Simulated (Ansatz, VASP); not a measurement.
Two plane-wave programs on BaF2

The input INCAR:

```
SYSTEM = BaF2
PREC = Accurate
ENCUT = 600
EDIFF = 1E-6
ISMEAR = 0
SIGMA = 0.05
LREAL = .FALSE.
LASPH = .TRUE.
NELM = 200
ALGO = Normal
ISIF = 2
LWAVE = .FALSE.
LCHARG = .FALSE.
MAGMOM = 0 0 0 0 0 0 0 0 0
LORBIT = 11
LSORBIT = .TRUE.
GGA_COMPAT = .FALSE.
LORBMOM = .TRUE.
GGA = PE
NBANDS = 37
```

The input KPOINTS:

```
Automatic mesh
0
G
  6 6 6
  0 0 0
```

The input POSCAR:

```
BaF2
1.0
    0.0000000000      3.1508780621      3.1508780621
    3.1508780621      0.0000000000      3.1508780621
    3.1508780621      3.1508780621      0.0000000000
Ba F
1 2
Direct
    0.0000000000      0.0000000000      0.0000000000
    0.2500000000      0.2500000000      0.2500000000
    0.7500000000      0.7500000000      0.7500000000
```

Input for Ansatz:

```yaml
crystal:
  lattice:
    - [0.0, 3.1508780621, 3.1508780621]
    - [3.1508780621, 0.0, 3.1508780621]
    - [3.1508780621, 3.1508780621, 0.0]
  atoms:
    - { symbol: Ba, position: [0.0, 0.0, 0.0] }
    - { symbol: F, position: [0.25, 0.25, 0.25] }
    - { symbol: F, position: [0.75, 0.75, 0.75] }
basis:
  ecutwfc: 420
  ecutrho_ratio: 4
kpoints:
  mp_grid: { grid: [6, 6, 6] }
hamiltonian:
  xc: pbe
scf:
  occupations: { method: gaussian, width: 0.05 }
output:
  forces: true
  stress: true
  eigenvalues: true
  populations: true
  topological_invariants: true
magnetization:
  noncollinear: true
  spin_orbit: true
```

Alike in both runs: task single point; functional PBE; k mesh 6 × 6 × 6; occupations gaussian, width 0.05 eV; non-collinear spin, spin-orbit coupling.

|  | VASP | Ansatz |
| --- | --- | --- |
| version | VASP 6.6.1 | Ansatz 0.2.0 |
| potentials or method | VASP PAW PBE potentials, release 64 (Ba_sv, F), cutoff 600 eV | plane waves, PAW |
| valence electrons in the cell | 24 | 24 |

VASP gave:

- pressure (GPa): -0.6

What did Ansatz give for the same quantities?

Pressure (GPa): -1.3.
